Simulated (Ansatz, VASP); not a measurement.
**Two plane-wave programs on Ag**

```xyz
3
Lattice="-2.6710 2.6710 2.6710 2.6710 -2.6710 2.6710 2.6710 2.6710 -2.6710" Properties=species:S:1:pos:R:3 pbc="T T T"
Ag    2.6710    0.0000    0.0000
Ag    0.0000    2.6710    0.0000
Ag    0.0000    0.0000    2.6710
```

Alike in both runs: functional PBE; k mesh 4 × 4 × 4; occupations gaussian, width 0.1 eV; no spin polarisation.

Ansatz relaxed the structure, and its values are those at the end. VASP's run is a single point on that final structure, the one shown.

|  | VASP | Ansatz |
| --- | --- | --- |
| version | VASP 6.6.1 | Ansatz 0.2.0 |
| potentials or method | VASP PAW PBE potentials, release 64 (Ag), cutoff 520 eV | scalar-relativistic, plane waves, PAW |
| valence electrons in the cell | 33 | 57 |

Ansatz gave:

* gap on the k mesh at the Fermi level (eV): none
* pressure (GPa): 0.0

Task: Estimate VASP's values.

Result: gap on the k mesh at the Fermi level (eV): none; pressure (GPa): -0.1.

A gap of «none» marks a metal or a gap that the smearing closes. The functional is the same, so the differences come from potentials, cutoffs and numerics. VASP's potentials hold 33 valence electrons a cell and Ansatz's 57, so a difference there can come from the potentials and not from the codes.

The k mesh is coarse, so the values compare programs but aren't converged.
